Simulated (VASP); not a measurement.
# NaCl (Fm-3m) in VASP: notebook

NaCl is run at these levels: PBE+D4, PBEsol+D3(BJ); tasks: relaxation of cell and atoms.

Everything below comes from runs of VASP 6.6.1. Logs are shortened: lines on timing, memory, paths and dates and some standing lists are left out, and cuts for length are marked.

**1. The cell of the first run**

The structure is cubic, space group Fm-3m (No. 225). The conventional cell has a = 5.588 Å, b = 5.588 Å, c = 5.588 Å, α = 90.00°, β = 90.00°, γ = 90.00°. Within 3.7 Å of Cl (site symmetry m-3m) lie 6 Na at 2.79 Å. Within 3.7 Å of Na (site symmetry m-3m) lie 6 Cl at 2.79 Å.

**2. Relaxation of cell and atoms, PBE+D4**

File INCAR:

```
PREC     = Accurate       # precision mode
ENCUT    = 600            # plane-wave cutoff, eV
EDIFF    = 1E-7           # SCF threshold, eV
ISMEAR   = -1             # smearing method
SIGMA    = 0.05           # smearing width, eV
LREAL    = F              # projectors in reciprocal space
LASPH    = T              # aspherical terms in the spheres
NELM     = 60             # most SCF steps
ALGO     = Normal         # electronic algorithm
ISIF     = 3              # what is computed and relaxed
LWAVE    = F              # write WAVECAR
LCHARG   = F              # write CHGCAR
GGA      = PE             # functional
IVDW     = 13             # dispersion correction
IBRION   = 2              # ionic algorithm
NSW      = 80             # ionic steps
EDIFFG   = -0.005         # ionic threshold
```

File KPOINTS:

```
Automatic mesh
0
Gamma
  8 8 8
```

File POSCAR:

```
NaCl
1.0
    0.0000000000      2.7940632177      2.7940632177
    2.7940632177      0.0000000000      2.7940632177
    2.7940632177      2.7940632177      0.0000000000
Cl Na
1 1
Direct
    0.5000000000      0.5000000000      0.5000000000
    0.0000000000      0.0000000000      0.0000000000
```

Potentials or basis: VASP PAW PBE potentials, release 64 (Cl, Na_pv).

Run with:

```bash
$ cat potpaw_PBE.64/Cl/POTCAR potpaw_PBE.64/Na_pv/POTCAR > POTCAR
$ mpirun -np 1 vasp_std > vasp.out
```

OUTCAR:

```text
PREC = Accurate
   ENCUT = 600
   EDIFF = 1E-7
   ISMEAR = -1
   LREAL = F
   LASPH = T
   NELM = 60
   ISIF = 3
   GGA = PE
   IVDW = 13
   IBRION = 2
   NSW = 80
   EDIFFG = -0.005

 ion  position               nearest neighbor table
   1  0.500  0.500  0.500-
   2  0.000  0.000  0.000-

  LATTYP: Found a face centered cubic cell.
 ALAT       =     5.5881264354

  Lattice vectors:

 A1 = (   0.0000000000,   2.7940632177,   2.7940632177)
 A2 = (   2.7940632177,   0.0000000000,   2.7940632177)
 A3 = (   2.7940632177,   2.7940632177,   0.0000000000)

Analysis of symmetry for initial positions (statically):
=====================================================================
 Subroutine PRICEL returns:
 Original cell was already a primitive cell.

 Routine SETGRP: Setting up the symmetry group for a
 face centered cubic supercell.

 Subroutine GETGRP returns: Found 48 space group operations
 (whereof 48 operations were pure point group operations)
 out of a pool of 48 trial point group operations.

The static configuration has the point symmetry O_h .

Analysis of symmetry for dynamics (positions and initial velocities):
=====================================================================
 Subroutine PRICEL returns:
 Original cell was already a primitive cell.

 Routine SETGRP: Setting up the symmetry group for a
 face centered cubic supercell.

 Subroutine GETGRP returns: Found 48 space group operations
 (whereof 48 operations were pure point group operations)
 out of a pool of 48 trial point group operations.

The dynamic configuration has the point symmetry O_h .

 Subroutine INISYM returns: Found 48 space group operations
 (whereof 48 operations are pure point group operations),
 and found     1 'primitive' translations

----------------------------------------------------------------------------------------

                                     Primitive cell

  volume of cell :      43.6253

  direct lattice vectors                    reciprocal lattice vectors
     0.000000000  2.794063218  2.794063218    -0.178950854  0.178950854  0.178950854
     2.794063218  0.000000000  2.794063218     0.178950854 -0.178950854  0.178950854
     2.794063218  2.794063218  0.000000000     0.178950854  0.178950854 -0.178950854

  length of vectors
     3.951402097  3.951402097  3.951402097     0.309951972  0.309951972  0.309951972

  position of ions in fractional coordinates (direct lattice)
     0.500000000  0.500000000  0.500000000
     0.000000000  0.000000000  0.000000000

  ion indices of the primitive-cell ions
   primitive index   ion index
                 1           1
                 2           2

----------------------------------------------------------------------------------------

 KPOINTS: Automatic mesh

Automatic generation of k-mesh.
 Grid dimensions read from file:
 generate k-points for:    8    8    8

 Generating k-lattice:

  Cartesian coordinates                     Fractional coordinates (reciprocal lattice)
    -0.022368857  0.022368857  0.022368857     0.125000000  0.000000000  0.000000000
     0.022368857 -0.022368857  0.022368857     0.000000000  0.125000000  0.000000000
     0.022368857  0.022368857 -0.022368857     0.000000000  0.000000000  0.125000000

  Length of vectors
     0.038743996  0.038743996  0.038743996

  Shift w.r.t. Gamma in fractional coordinates (k-lattice)
     0.000000000  0.000000000  0.000000000

 Subroutine IBZKPT returns following result:
 ===========================================

 Found     29 irreducible k-points:

 Following reciprocal coordinates:
            Coordinates               Weight
  0.000000  0.000000  0.000000      1.000000
  0.125000  0.000000  0.000000      8.000000
  0.250000  0.000000  0.000000      8.000000
  0.375000  0.000000  0.000000      8.000000
  0.500000  0.000000  0.000000      4.000000
  0.125000  0.125000  0.000000      6.000000
[... 16 lines left out ...]
  0.500000  0.250000  0.125000     48.000000
 -0.375000  0.250000  0.125000     24.000000
 [... further k-points ...]
   k-points           NKPTS =     29   k-points in BZ     NKDIM =     29   number of bands    NBANDS=     11
   number of dos      NEDOS =    301   number of ions     NIONS =      2
   total plane-waves  NPLWV =  32768
   dimension x,y,z NGX =    32 NGY =   32 NGZ =   32
   dimension x,y,z NGXF=    64 NGYF=   64 NGZF=   64
   ions per type =               1   1
   NGX,Y,Z   is equivalent  to a cutoff of  13.46, 13.46, 13.46 a.u.
   NGXF,Y,Z  is equivalent  to a cutoff of  26.93, 26.93, 26.93 a.u.
 SYSTEM =  unknown system
   PREC   = accura    normal or accurate (medium, high low for compatibility)
   ISTART =      0    job   : 0-new  1-cont  2-samecut
   ICHARG =      2    charge: 1-file 2-atom 10-const
   ISPIN  =      1    spin polarized calculation?
   LNONCOLLINEAR =      F non collinear calculations
   LSORBIT =      F    spin-orbit coupling
   LASPH  =      T    aspherical Exc in radial PAW
   ENCUT  =  600.0 eV  44.10 Ry    6.64 a.u.   7.89  7.89  7.89*2*pi/ulx,y,z
   NELM   =     60;   NELMIN=  2; NELMDL= -5     # of ELM steps
   EDIFF  = 0.1E-06   stopping-criterion for ELM
   LREAL  =      F    real-space projection
   EDIFFG = -.5E-02   stopping-criterion for IOM
   NSW    =     80    number of steps for IOM
   IBRION =      2    ionic relax: 0-MD 1-quasi-New 2-CG
   NFREE  =      1    steps in history (QN), initial steepest desc. (CG)
   ISIF   =      3    stress and relaxation
   ISYM   =      2    0-nonsym 1-usesym 2-fastsym
   POTIM  = 0.5000    time-step for ionic-motion
   TEBEG  =    0.0;   TEEND  =   0.0 temperature during run
   PSTRESS=    0.0 pullay stress
   NELECT =      14.0000    total number of electrons
   NUPDOWN=      -1.0000    fix difference up-down
   EMIN   =  10.00;   EMAX   =-10.00  energy-range for DOS
   EFERMI =   0.00;   METHOD = LEGACY
   ISMEAR =    -1;   SIGMA  =   0.05  broadening in eV -4-tet -1-fermi 0-gaus
   EFERMI_NEDOS =   21; number of points for ismear=-14 and -15
   IALGO  =     38    algorithm
   IMIX   =      4    mixing-type and parameters
     AMIX     =   0.40;   BMIX     =  1.00
     AMIX_MAG =   1.60;   BMIX_MAG =  1.00
  volume/ion in A,a.u.               =      21.81       147.20
  Fermi-wavevector in a.u.,A,eV,Ry     =   1.120825  2.118053 17.092312  1.256249
  Thomas-Fermi vector in A             =   2.257475
   LORBIT       =      0    0 simple, 1 ext, 2 COOP (PROOUT), +10 PAW based schemes
   GGA     = PE    functional components
   LHFCALC =     F    Hartree Fock is set to
   AEXX    =    0.0000 exact exchange contribution
   IVDW    =    13    specifies the selected vdW correction
   LEPSILON=     F    determine dielectric tensor
   LRPA    =     F    only Hartree local field effects (RPA)
 conjugate gradient relaxation of ions
 non-spin polarized calculation
  energy-cutoff  :      600.00
  volume of cell :       43.63
 maximum number of plane-waves:      1475
   NGX = 15   NGY = 15   NGZ = 15

--------------------------------------- Ionic step        1  -------------------------------------------

 number of electron      14.0000010 magnetization

 Free energy of the ion-electron system (eV)
  ---------------------------------------------------
  ext. energy  EPLUGINS =         0.00000000
  ---------------------------------------------------
  free energy    TOTEN  =        -6.76612536 eV

  energy without entropy =       -6.76612536  energy(sigma->0) =       -6.76612536

------------------------ aborting loop because EDIFF is reached ----------------------------------------

  DFT-D4 for vdW energy calculation

  Edisp (eV):   -0.20155

  FORCE on cell =-STRESS in cart. coord.  units (eV):
  Direction    XX          YY          ZZ          XY          YZ          ZX
  --------------------------------------------------------------------------------------
  -------------------------------------------------------------------------------------
  Total       0.19271     0.19271     0.19271    -0.00000    -0.00000     0.00000
  in kB       7.07731     7.07731     7.07731    -0.00000    -0.00000     0.00000
  external pressure =        7.08 kB  Pullay stress =        0.00 kB

 VOLUME and BASIS-vectors are now :
 -----------------------------------------------------------------------------
  energy-cutoff  :      600.00
  volume of cell :       43.63
      direct lattice vectors                 reciprocal lattice vectors
     0.000000000  2.794063218  2.794063218    -0.178950854  0.178950854  0.178950854
     2.794063218  0.000000000  2.794063218     0.178950854 -0.178950854  0.178950854
     2.794063218  2.794063218  0.000000000     0.178950854  0.178950854 -0.178950854
[... 41 lines left out ...]
 POSITION                                       TOTAL-FORCE (eV/Angst)
 -----------------------------------------------------------------------------------
      2.80705      2.80705      2.80705         0.000000      0.000000      0.000000
      0.00000      0.00000      0.00000        -0.000000     -0.000000     -0.000000
 -----------------------------------------------------------------------------------
    total drift:                                0.000000     -0.000000     -0.000000

  FREE ENERGIE OF THE ION-ELECTRON SYSTEM (eV)
  ---------------------------------------------------
  free  energy   TOTEN  =        -6.9696120744 eV

  energy  without entropy=       -6.9696120744  energy(sigma->0) =       -6.96961207

--------------------------------------- Ionic step        3  -------------------------------------------

 number of electron      14.0000005 magnetization

 Free energy of the ion-electron system (eV)
  ---------------------------------------------------
  ext. energy  EPLUGINS =         0.00000000
  ---------------------------------------------------
  free energy    TOTEN  =        -6.77468784 eV

  energy without entropy =       -6.77468784  energy(sigma->0) =       -6.77468784

 E-fermi :   0.4242     XC(G=0):  -8.1701

 val. band max:       -0.7265746391   @ k =   0.0000   0.0000   0.0000
 cond. band min:       4.3847119155   @ k =   0.0000   0.0000   0.0000
 fundamental gap:      5.1112865547
 Fermi energy:         0.4241879927

 k-point     1 :       0.0000    0.0000    0.0000
  band No.  band energies     occupation
      1     -21.5426      2.00000
      2     -21.5425      2.00000
      3     -21.5425      2.00000
      4     -13.3868      2.00000
      5      -0.7266      2.00000
      6      -0.7266      2.00000
      7      -0.7266      2.00000
      8       4.3847      0.00000
      9      10.3952      0.00000
     10      10.3952      0.00000
     11      10.3952      0.00000

 k-point     2 :       0.1250    0.0000    0.0000
  band No.  band energies     occupation
      1     -21.5469      2.00000
      2     -21.5429      2.00000
      3     -21.5429      2.00000
      4     -13.3397      2.00000
      5      -1.0953      2.00000
      6      -0.7673      2.00000
      7      -0.7673      2.00000
      8       4.8808      0.00000
      9       9.8540      0.00000
     10      10.5874      0.00000
     11      10.5874      0.00000
[... 295 lines left out ...]
 k-point    24 :      -0.3750    0.2500    0.1250
  band No.  band energies     occupation
      1     -21.5661      2.00000
      2     -21.5507      2.00000
      3     -21.5469      2.00000
      4     -13.0171      2.00000
      5      -2.3783      2.00000
      6      -1.4888      2.00000
      7      -1.1381      2.00000
      8       7.6065      0.00000
      9       8.8198      0.00000
     10       9.5393      0.00000
     11      11.0099      0.00000

 [... further k-points ...]

------------------------ aborting loop because EDIFF is reached ----------------------------------------

  DFT-D4 for vdW energy calculation

  Edisp (eV):   -0.19544

  FORCE on cell =-STRESS in cart. coord.  units (eV):
  Direction    XX          YY          ZZ          XY          YZ          ZX
  --------------------------------------------------------------------------------------
  -------------------------------------------------------------------------------------
  Total      -0.00617    -0.00617    -0.00617     0.00000     0.00000    -0.00000
  in kB      -0.22073    -0.22073    -0.22073     0.00000     0.00000    -0.00000
  external pressure =       -0.22 kB  Pullay stress =        0.00 kB

 VOLUME and BASIS-vectors are now :
 -----------------------------------------------------------------------------
  energy-cutoff  :      600.00
  volume of cell :       44.81
      direct lattice vectors                 reciprocal lattice vectors
    -0.000000000  2.819117918  2.819117918    -0.177360442  0.177360442  0.177360442
     2.819117918 -0.000000000  2.819117918     0.177360442 -0.177360442  0.177360442
     2.819117918  2.819117918  0.000000000     0.177360442  0.177360442 -0.177360442

 POSITION                                       TOTAL-FORCE (eV/Angst)
 -----------------------------------------------------------------------------------
      2.81912      2.81912      2.81912        -0.000000      0.000000     -0.000000
      0.00000      0.00000      0.00000         0.000000      0.000000      0.000000
 -----------------------------------------------------------------------------------
    total drift:                                0.000000     -0.000000     -0.000000

  FREE ENERGIE OF THE ION-ELECTRON SYSTEM (eV)
  ---------------------------------------------------
  free  energy   TOTEN  =        -6.9701296995 eV

  energy  without entropy=       -6.9701296995  energy(sigma->0) =       -6.97012970

 reached required accuracy - stopping structural energy minimisation
```

It took 46 s on 1 thread of Intel Xeon 8259CL, shared host; peak memory 0.18 GiB.

What came out:

| Property | Result |
| --- | --- |
| Free energy | -6.9701 eV |
| Relaxed volume | 22.40 Å³/atom |
| Relaxed cell | a = 3.987 Å, b = 3.987 Å, c = 3.987 Å, α = 60.00°, β = 60.00°, γ = 60.00° |
| Space group after relaxing (to 0.1 Å) | Fm-3m (No. 225) |
| Energy gained by relaxing | 1.2 meV/atom |
| Ionic steps | 3 |
| Pressure after relaxing | 0.0 GPa |
| Band gap on the k mesh | 5.11 eV |
| Dispersion energy per atom | -0.098 eV |

The path:
```tsv
step	energy change (eV)	largest force (eV/Å)	pressure (GPa)	volume (Å³)
1	0.0000	0.0000	0.71	43.63
2	-0.0019	0.0000	0.32	44.24
3	-0.0025	0.0000	-0.02	44.81
```

Final structure:
```xyz
2
Lattice="0.0000 2.8191 2.8191 2.8191 0.0000 2.8191 2.8191 2.8191 0.0000" Properties=species:S:1:pos:R:3 pbc="T T T"
Cl    2.8191    2.8191    2.8191
Na    0.0000    0.0000    0.0000
```

Levels at points of the mesh, in eV from the valence-band top:
```tsv
k point	band 5	band 6	band 7	band 8	band 9	band 10
(0.00, 0.00, 0.00)	0.00	0.00	0.00	5.11	11.12	11.12
(0.50, 0.00, 0.00)	-1.93	-0.26	-0.26	7.28	10.63	10.98
(0.50, 0.50, 0.00)	-1.66	-0.60	-0.60	7.54	8.08	11.33
```

(Continued in part 2 of 2.)
